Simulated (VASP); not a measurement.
A run of VASP 6.6.1 is set up as follows.

The input INCAR:

```
SYSTEM = HgTe
PREC     = Accurate       ! precision mode
ENCUT    = 600            ! plane-wave cutoff, eV
EDIFF    = 1E-7           ! SCF threshold, eV
ISMEAR   = -1             ! smearing method
SIGMA    = 0.02           ! smearing width, eV
LREAL    = .FALSE.        ! projectors in reciprocal space
LASPH    = .TRUE.         ! aspherical terms in the spheres
NELM     = 100            ! most SCF steps
ALGO     = Normal         ! electronic algorithm
ISIF     = 3              ! what is computed and relaxed
LWAVE    = .FALSE.        ! write WAVECAR
LCHARG   = .FALSE.        ! write CHGCAR
IBRION   = 2              ! ionic algorithm
NSW      = 80             ! ionic steps
EDIFFG   = -0.005         ! ionic threshold
```

KPOINTS

```
Automatic mesh
0
G
  6 6 6
  0 0 0
```

File POSCAR:

```
HgTe
1.0
    0.0000000000      3.3268548961      3.3268548961
    3.3268548961      0.0000000000      3.3268548961
    3.3268548961      3.3268548961      0.0000000000
Hg Te
1 1
Direct
    0.0000000000      0.0000000000      0.0000000000
    0.2500000000      0.2500000000      0.2500000000
```

Potentials or basis: VASP PAW LDA potentials, release 64 (Hg, Te).

The run is started by

```bash
$ cat potpaw_LDA.64/Hg/POTCAR potpaw_LDA.64/Te/POTCAR > POTCAR
$ mpirun -np 1 vasp_std > vasp.out
```

(1) What does it give for the relaxed volume?

(2) Predict the relaxed cell.

Answers

(1) 33.56 Å³/atom.

(2) a = 4.562 Å, b = 4.562 Å, c = 4.562 Å, α = 60.00°, β = 60.00°, γ = 60.00°.
